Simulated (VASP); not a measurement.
# Si2W3 (Pm-3m) in VASP: notebook

Runs on Si2W3. Level: PBE. Tasks: single point, relaxation of cell and atoms.

Program: VASP 6.6.1. These are calculated values, not measurements. Logs are shortened: lines on timing, memory, paths and dates and some standing lists are left out, and cuts for length are marked.

### Step 1. The cell of the first run

It takes space group Pm-3m (No. 221, cubic). The conventional cell has a = 4.467 Å, b = 4.467 Å, c = 4.467 Å, α = 90.00°, β = 90.00°, γ = 90.00°. Si (site symmetry m-3m) has 12 W at 3.16 Å and 8 Si at 3.87 Å within 4.2 Å. Within 3.0 Å of Si (site symmetry m-3m) lie 6 W at 2.23 Å. W (site symmetry 4/mmm) has 2 Si at 2.23 Å within 3.0 Å.

The cell was built from a structure type or drawn by symmetry, and may not be a known phase.

### Step 2. Single point, PBE

INCAR reads:

```
PREC = Accurate
ENCUT = 520
EDIFF = 1E-7
ISMEAR = 0
SIGMA = 0.1
LREAL = F
LASPH = T
NELM = 100
ALGO = Fast
ISIF = 2
LWAVE = F
LCHARG = F
GGA = PE
NBANDS = 33
```

KPOINTS reads:

```
Automatic mesh
0
Gamma
  8 8 8
```

POSCAR reads:

```
Si2W3
1.0
    4.4667581908      0.0000000000      0.0000000000
    0.0000000000      4.4667581908      0.0000000000
    0.0000000000      0.0000000000      4.4667581908
Si W
2 3
Direct
    0.5000000000      0.5000000000      0.5000000000
    0.0000000000      0.0000000000      0.0000000000
    0.5000000000      0.0000000000      0.0000000000
    0.0000000000      0.5000000000      0.0000000000
    0.0000000000      0.0000000000      0.5000000000
```

Potentials or basis: VASP PAW PBE potentials, release 64 (Si, W_sv).

On the command line:

```
$ cat potpaw_PBE.64/Si/POTCAR potpaw_PBE.64/W_sv/POTCAR > POTCAR
$ mpirun -np 1 vasp_std > vasp.out
```

OUTCAR:

```text
PREC = Accurate
   ENCUT = 520
   EDIFF = 1E-7
   ISMEAR = 0
   LREAL = F
   LASPH = T
   NELM = 100
   ISIF = 2
   GGA = PE

 ion  position               nearest neighbor table
   1  0.500  0.500  0.500-   3 3.16   4 3.16   5 3.16   3 3.16   4 3.16   3 3.16   5 3.16   3 3.16
                             4 3.16   5 3.16   4 3.16   5 3.16
   2  0.000  0.000  0.000-   3 2.23   4 2.23   5 2.23   5 2.23   4 2.23   3 2.23
   3  0.500  0.000  0.000-   2 2.23   2 2.23   4 3.16   5 3.16   1 3.16   5 3.16   1 3.16   4 3.16
                             1 3.16   1 3.16   4 3.16   5 3.16   5 3.16   4 3.16
   4  0.000  0.500  0.000-   2 2.23   2 2.23   3 3.16   5 3.16   1 3.16   5 3.16   1 3.16   3 3.16
                             5 3.16   5 3.16   1 3.16   3 3.16   1 3.16   3 3.16
   5  0.000  0.000  0.500-   2 2.23   2 2.23   3 3.16   4 3.16   1 3.16   3 3.16   4 3.16   1 3.16
                             4 3.16   4 3.16   1 3.16   3 3.16   3 3.16   1 3.16

  LATTYP: Found a simple cubic cell.
 ALAT       =     4.4667581908

  Lattice vectors:

 A1 = (   4.4667581908,   0.0000000000,   0.0000000000)
 A2 = (   0.0000000000,   4.4667581908,   0.0000000000)
 A3 = (   0.0000000000,   0.0000000000,   4.4667581908)

Analysis of symmetry for initial positions (statically):
=====================================================================
 Subroutine PRICEL returns:
 Original cell was already a primitive cell.

 Routine SETGRP: Setting up the symmetry group for a
 simple cubic supercell.

 Subroutine GETGRP returns: Found 48 space group operations
 (whereof 48 operations were pure point group operations)
 out of a pool of 48 trial point group operations.

The static configuration has the point symmetry O_h .

Analysis of symmetry for dynamics (positions and initial velocities):
=====================================================================
 Subroutine PRICEL returns:
 Original cell was already a primitive cell.

 Routine SETGRP: Setting up the symmetry group for a
 simple cubic supercell.

 Subroutine GETGRP returns: Found 48 space group operations
 (whereof 48 operations were pure point group operations)
 out of a pool of 48 trial point group operations.

The dynamic configuration has the point symmetry O_h .

 Subroutine INISYM returns: Found 48 space group operations
 (whereof 48 operations are pure point group operations),
 and found     1 'primitive' translations

----------------------------------------------------------------------------------------

                                     Primitive cell

  volume of cell :      89.1204

  direct lattice vectors                    reciprocal lattice vectors
     4.466758191  0.000000000  0.000000000     0.223876010  0.000000000  0.000000000
     0.000000000  4.466758191  0.000000000     0.000000000  0.223876010  0.000000000
     0.000000000  0.000000000  4.466758191     0.000000000  0.000000000  0.223876010

  length of vectors
     4.466758191  4.466758191  4.466758191     0.223876010  0.223876010  0.223876010

  position of ions in fractional coordinates (direct lattice)
     0.500000000  0.500000000  0.500000000
     0.000000000  0.000000000  0.000000000
     0.500000000  0.000000000  0.000000000
     0.000000000  0.500000000  0.000000000
     0.000000000  0.000000000  0.500000000

  ion indices of the primitive-cell ions
   primitive index   ion index
                 1           1
                 2           2
                 3           3
                 4           4
                 5           5

----------------------------------------------------------------------------------------

 KPOINTS: Automatic mesh

Automatic generation of k-mesh.
 Grid dimensions read from file:
 generate k-points for:    8    8    8

 Generating k-lattice:

  Cartesian coordinates                     Fractional coordinates (reciprocal lattice)
     0.027984501  0.000000000  0.000000000     0.125000000  0.000000000  0.000000000
     0.000000000  0.027984501  0.000000000     0.000000000  0.125000000  0.000000000
     0.000000000  0.000000000  0.027984501     0.000000000  0.000000000  0.125000000

  Length of vectors
     0.027984501  0.027984501  0.027984501

  Shift w.r.t. Gamma in fractional coordinates (k-lattice)
     0.000000000  0.000000000  0.000000000

 Subroutine IBZKPT returns following result:
 ===========================================

 Found     35 irreducible k-points:

 Following reciprocal coordinates:
            Coordinates               Weight
  0.000000  0.000000  0.000000      1.000000
  0.125000  0.000000  0.000000      6.000000
  0.250000  0.000000  0.000000      6.000000
  0.375000  0.000000  0.000000      6.000000
  0.500000  0.000000  0.000000      3.000000
  0.125000  0.125000  0.000000     12.000000
[... 16 lines left out ...]
  0.375000  0.375000  0.125000     24.000000
  0.500000  0.375000  0.125000     24.000000
 [... further k-points ...]
   k-points           NKPTS =     35   k-points in BZ     NKDIM =     35   number of bands    NBANDS=     33
   number of dos      NEDOS =    301   number of ions     NIONS =      5
   total plane-waves  NPLWV =  46656
   dimension x,y,z NGX =    36 NGY =   36 NGZ =   36
   dimension x,y,z NGXF=    72 NGYF=   72 NGZF=   72
   ions per type =               2   3
   NGX,Y,Z   is equivalent  to a cutoff of  13.40, 13.40, 13.40 a.u.
   NGXF,Y,Z  is equivalent  to a cutoff of  26.80, 26.80, 26.80 a.u.
 SYSTEM =  unknown system
   PREC   = accura    normal or accurate (medium, high low for compatibility)
   ISTART =      0    job   : 0-new  1-cont  2-samecut
   ICHARG =      2    charge: 1-file 2-atom 10-const
   ISPIN  =      1    spin polarized calculation?
   LNONCOLLINEAR =      F non collinear calculations
   LSORBIT =      F    spin-orbit coupling
   LASPH  =      T    aspherical Exc in radial PAW
   ENCUT  =  520.0 eV  38.22 Ry    6.18 a.u.   8.31  8.31  8.31*2*pi/ulx,y,z
   NELM   =    100;   NELMIN=  2; NELMDL= -5     # of ELM steps
   EDIFF  = 0.1E-06   stopping-criterion for ELM
   LREAL  =      F    real-space projection
   EDIFFG = 0.1E-05   stopping-criterion for IOM
   NSW    =      0    number of steps for IOM
   IBRION =     -1    ionic relax: 0-MD 1-quasi-New 2-CG
   NFREE  =      0    steps in history (QN), initial steepest desc. (CG)
   ISIF   =      2    stress and relaxation
   ISYM   =      2    0-nonsym 1-usesym 2-fastsym
   POTIM  = 0.5000    time-step for ionic-motion
   TEBEG  =    0.0;   TEEND  =   0.0 temperature during run
   PSTRESS=    0.0 pullay stress
   NELECT =      50.0000    total number of electrons
   NUPDOWN=      -1.0000    fix difference up-down
   EMIN   =  10.00;   EMAX   =-10.00  energy-range for DOS
   EFERMI =   0.00;   METHOD = LEGACY
   ISMEAR =     0;   SIGMA  =   0.10  broadening in eV -4-tet -1-fermi 0-gaus
   EFERMI_NEDOS =   21; number of points for ismear=-14 and -15
   IALGO  =     68    algorithm
   IMIX   =      4    mixing-type and parameters
     AMIX     =   0.40;   BMIX     =  1.00
     AMIX_MAG =   1.60;   BMIX_MAG =  1.00
  volume/ion in A,a.u.               =      17.82       120.28
  Fermi-wavevector in a.u.,A,eV,Ry     =   1.350224  2.551553 24.804836  1.823104
  Thomas-Fermi vector in A             =   2.477746
   LORBIT       =      0    0 simple, 1 ext, 2 COOP (PROOUT), +10 PAW based schemes
   GGA     = PE    functional components
   LHFCALC =     F    Hartree Fock is set to
   AEXX    =    0.0000 exact exchange contribution
   IVDW    =     0    specifies the selected vdW correction
   LEPSILON=     F    determine dielectric tensor
   LRPA    =     F    only Hartree local field effects (RPA)
 non-spin polarized calculation
 RMM-DIIS sequential band-by-band and
 Gauss-broadening in eV      SIGMA  =   0.10
  energy-cutoff  :      520.00
  volume of cell :       89.12
 maximum number of plane-waves:      2440
 NGX is ok and might be reduce to    36
   NGX = 17   NGY = 17   NGZ = 17

 number of electron      50.0000005 magnetization

 Free energy of the ion-electron system (eV)
  ---------------------------------------------------
  ext. energy  EPLUGINS =         0.00000000
  ---------------------------------------------------
  free energy    TOTEN  =       -42.27206512 eV

  energy without entropy =      -42.25803865  energy(sigma->0) =      -42.26505189

 E-fermi :   8.5091     XC(G=0): -11.7846

 val. band max:        8.4788024621   @ k =   0.5000   0.2500   0.0000
 cond. band min:       8.5113198125   @ k =   0.5000   0.0000   0.0000
 fundamental gap:      0.0325173504
 Fermi energy:         8.5090818197

 k-point     1 :       0.0000    0.0000    0.0000
  band No.  band energies     occupation
      1     -65.4895      2.00000
      2     -65.4614      2.00000
      3     -65.4614      2.00000
      4     -29.8834      2.00000
      5     -29.8834      2.00000
      6     -29.8834      2.00000
[... 25 lines left out ...]
     32      11.8136      0.00000
     33      11.8469      0.00000

 k-point     2 :       0.1250    0.0000    0.0000
  band No.  band energies     occupation
      1     -65.4885      2.00000
      2     -65.4624      2.00000
      3     -65.4615      2.00000
      4     -29.8769      2.00000
      5     -29.8769      2.00000
      6     -29.8734      2.00000
[... 25 lines left out ...]
     32      11.6232      0.00000
     33      11.9740      0.00000

 k-point     3 :       0.2500    0.0000    0.0000
  band No.  band energies     occupation
      1     -65.4858      2.00000
      2     -65.4649      2.00000
      3     -65.4615      2.00000
      4     -29.8596      2.00000
      5     -29.8596      2.00000
      6     -29.8441      2.00000
[... 25 lines left out ...]
     32      12.1964      0.00000
     33      12.2965      0.00000

 k-point     4 :       0.3750    0.0000    0.0000
  band No.  band energies     occupation
      1     -65.4822      2.00000
      2     -65.4684      2.00000
      3     -65.4615      2.00000
      4     -29.8385      2.00000
      5     -29.8385      2.00000
      6     -29.7986      2.00000
[... 25 lines left out ...]
     32      12.4318      0.00000
     33      12.5130      0.00000

 k-point     5 :       0.5000    0.0000    0.0000
  band No.  band energies     occupation
      1     -65.4801      2.00000
      2     -65.4705      2.00000
      3     -65.4615      2.00000
      4     -29.8279      2.00000
      5     -29.8279      2.00000
      6     -29.7465      2.00000
[... 604 lines left out ...]
 k-point    22 :       0.5000    0.2500    0.1250
  band No.  band energies     occupation
      1     -65.4768      2.00000
      2     -65.4704      2.00000
      3     -65.4646      2.00000
      4     -29.8924      2.00000
      5     -29.8088      2.00000
      6     -29.7667      2.00000
[... 25 lines left out ...]
     32      11.7100      0.00000
     33      13.0119      0.00000

 k-point    23 :       0.3750    0.3750    0.1250
  band No.  band energies     occupation
      1     -65.4760      2.00000
      2     -65.4691      2.00000
      3     -65.4666      2.00000
      4     -29.9094      2.00000
      5     -29.8226      2.00000
      6     -29.7677      2.00000
[... 25 lines left out ...]
     32      11.5382      0.00000
     33      12.7331      0.00000

 k-point    24 :       0.5000    0.3750    0.1250
  band No.  band energies     occupation
      1     -65.4739      2.00000
      2     -65.4705      2.00000
      3     -65.4673      2.00000
      4     -29.9126      2.00000
      5     -29.8334      2.00000
      6     -29.7674      2.00000
[... 25 lines left out ...]
     32      11.6676      0.00000
     33      12.7389      0.00000

 [... further k-points ...]

------------------------ aborting loop because EDIFF is reached ----------------------------------------

  FORCE on cell =-STRESS in cart. coord.  units (eV):
  Direction    XX          YY          ZZ          XY          YZ          ZX
  --------------------------------------------------------------------------------------
  -------------------------------------------------------------------------------------
  Total        0.0883978      0.0883978      0.0883978      0.0000000     -0.0000000      0.0000000
  in kB        1.5891866      1.5891866      1.5891866      0.0000000     -0.0000000      0.0000000
  external PRESSURE =       1.5891866 kB  Pullay stress =       0.0000000 kB

 VOLUME and BASIS-vectors are now :
 -----------------------------------------------------------------------------
  energy-cutoff  :      520.00
  volume of cell :       89.12
      direct lattice vectors                 reciprocal lattice vectors
     4.466758191  0.000000000  0.000000000     0.223876010  0.000000000  0.000000000
     0.000000000  4.466758191  0.000000000     0.000000000  0.223876010  0.000000000
     0.000000000  0.000000000  4.466758191     0.000000000  0.000000000  0.223876010

 POSITION                                       TOTAL-FORCE (eV/Angst)
 -----------------------------------------------------------------------------------
      2.23338      2.23338      2.23338         0.000000      0.000000      0.000000
      0.00000      0.00000      0.00000         0.000000      0.000000      0.000000
      2.23338      0.00000      0.00000         0.000000      0.000000      0.000000
      0.00000      2.23338      0.00000         0.000000      0.000000      0.000000
      0.00000      0.00000      2.23338         0.000000      0.000000      0.000000
 -----------------------------------------------------------------------------------
    total drift:                                0.000000      0.000000     -0.000000

  FREE ENERGIE OF THE ION-ELECTRON SYSTEM (eV)
  ---------------------------------------------------
  free  energy   TOTEN  =       -42.2720651241 eV

  energy  without entropy=      -42.2580386459  energy(sigma->0) =      -42.26505189
```

It took 3.5 min on 1 thread of Intel Xeon 8259CL, shared host; peak memory 0.25 GiB.

What came out:

```
Free energy            : -42.2721 eV
Pressure               : 0.2 GPa
Band gap on the k mesh : zero (bands 25 and 26 overlap by 1.34 eV)
```

Caveat: spin-orbit coupling is left out, which moves the levels of the heavy elements.

(Part 1 of 2 ends here.)
